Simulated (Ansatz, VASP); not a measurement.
## NiO in VASP and in Ansatz

File INCAR:

```
SYSTEM = NiO
ALGO     = Normal         ! electronic algorithm
EDIFF    = 1E-6           ! SCF threshold, eV
ENCUT    = 600            ! plane-wave cutoff, eV
GGA      = PS             ! functional
GGA_COMPAT= .False.      
ISIF     = 2              ! what is computed and relaxed
ISMEAR   = 0              ! smearing method
ISPIN    = 2              ! spin polarisation
LASPH    = .True.         ! aspherical terms in the spheres
LCHARG   = .True.         ! write CHGCAR
LDAU     = .True.         ! DFT+U
LDAUJ    = 0 0          
LDAUL    = 2 -1           ! shell
LDAUPRINT= 1            
LDAUTYPE = 2            
LDAUU    = 4 0            ! U, eV
LELF     = .True.         ! ELF
LMAXMIX  = 4              ! l up to which the mixer works
LORBIT   = 11             ! projections on sites
LREAL    = .False.        ! projectors in reciprocal space
LVHAR    = .True.       
LWAVE    = .False.        ! write WAVECAR
MAGMOM   = 1.67 0.27      ! initial moments
NBANDS   = 23             ! bands
NELM     = 200            ! most SCF steps
PREC     = Accurate       ! precision mode
SIGMA    = 0.05           ! smearing width, eV
```

The input KPOINTS:

```
k-points
0
Gamma
  8 8 8
  0 0 0
```

The input POSCAR:

```
NiO
1.0
    0.0000000000      2.0913095100      2.0913095100
    2.0913095100      0.0000000000      2.0913095100
    2.0913095100      2.0913095100      0.0000000000
Ni O
1 1
Direct
    0.0000000000      0.0000000000      0.0000000000
    0.5000000000      0.5000000000      0.5000000000
```

Input for Ansatz:

```yaml
crystal:
  lattice:
    - [0.0, 2.09130951, 2.09130951]
    - [2.09130951, 0.0, 2.09130951]
    - [2.09130951, 2.09130951, 0.0]
  atoms:
    - { symbol: Ni, position: [0.0, 0.0, 0.0], spin: 1.0 }
    - { symbol: O, position: [0.5, 0.5, 0.5] }
basis:
  ecutwfc: 420
  ecutrho_ratio: 4
kpoints:
  mp_grid: { grid: [8, 8, 8] }
hamiltonian:
  xc: pbesol
  hubbard: { sites: [{ site: 0, l: d, u_eff: 4.0 }] }
scf:
  occupations: { method: gaussian, width: 0.05 }
  lower_state_search: "off"
  max_iter: 150
output:
  forces: true
  stress: true
  eigenvalues: true
  populations: true
  hubbard: { sites: [{ site: 0, l: d }] }
magnetization:
  spin_polarized: true
  initial_magnetization: 1.0
  spin_locking: { lock_magnetization: soft, n_iters: 6 }
```

Alike in both runs: task single point; functional PBEsol; k mesh 8 × 8 × 8; occupations gaussian, width 0.05 eV; collinear spin; Hubbard terms Ni d U = 4.0 eV.

|  | VASP | Ansatz |
| --- | --- | --- |
| version | VASP 6.6.1 | Ansatz 0.2.0 |
| potentials or method | VASP PAW PBE potentials, release 64 (Ni_sv_GW, O), cutoff 600 eV | scalar-relativistic, plane waves, PAW |
| valence electrons in the cell | 24 | 24 |

VASP gave:

```
gap on the k mesh at the Fermi level (eV)                     : 1.28
least direct gap on the mesh (eV)                             : 2.23
pressure (GPa)                                                : -3.5
net moment per atom (μB)                                      : 1.00
size of the moment on the site where the two differ most (μB) : 1.73
```

Problem. Which values does Ansatz return?

Solution. gap on the k mesh at the Fermi level (eV): 1.01; least direct gap on the mesh (eV): 1.92; pressure (GPa): 0.5; net moment per atom (μB): 1.00; size of the moment on the site where the two differ most (μB): 1.67.

VASP's potentials were made for PBE, not for PBEsol. Site moments also hang on the region over which each program counts them. The programs project onto different local orbitals, so the same U acts differently, and such runs can settle in different states. Ansatz's warnings: stress scf threshold loose.
